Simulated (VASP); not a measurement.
Set up this calculation in VASP 6.6.1, as the native input.

| Quantity | Value |
| --- | --- |
| Task | single point |
| Functional | PBE |
| Potentials or basis | VASP PAW PBE potentials, release 64 (Si, C) |
| Cutoff | 520 eV |
| k mesh | 12 × 12 × 4 |
| Occupations | gaussian, width 0.01 eV |
| Spin | no spin polarisation |
| Dipole correction | no |
| Further INCAR settings | ALGO = Normal; EDIFF = 1e-07; NBANDS = 16 |

The structure of SiC (Moissanite) lies in POSCAR:

```
SiC
1.0
    2.9698453470      0.0000000000      0.0000000000
   -1.4849226735      2.5719575168      0.0000000000
    0.0000000000      0.0000000000      4.8737904135
Si C
2 2
Direct
    0.3333333333      0.6666666667      0.0000000000
    0.6666666667      0.3333333333      0.5000000000
    0.3333333333      0.6666666667      0.3850000000
    0.6666666667      0.3333333333      0.8850000000
```

The input as run:

INCAR

```
SYSTEM = SiC
PREC = Accurate
ENCUT = 520
EDIFF = 1E-7
ISMEAR = 0
SIGMA = 0.01
LREAL = .FALSE.
LASPH = .TRUE.
NELM = 100
ALGO = Normal
ISIF = 2
LWAVE = .FALSE.
LCHARG = .FALSE.
GGA = PE
NBANDS = 16
```

KPOINTS

```
Automatic mesh
0
G
  12 12 4
  0 0 0
```

Potentials or basis: VASP PAW PBE potentials, release 64 (Si, C).

Launch:

```bash
$ cat potpaw_PBE.64/Si/POTCAR potpaw_PBE.64/C/POTCAR > POTCAR
$ mpirun -np 1 vasp_std > vasp.out
```

It gave:

| Property | Result |
| --- | --- |
| Pressure | 32.8 GPa |
| Largest force | 0.932 eV/Å |
| Band gap on the k mesh | 2.12 eV, indirect (least direct gap 4.29 eV) |

Run time: 23 s on 1 thread of Intel(R) Xeon(R) Platinum 8259CL CPU @ 2.50GHz (Skylake/Cascade Lake) (shared host), peak memory 0.16 GiB.
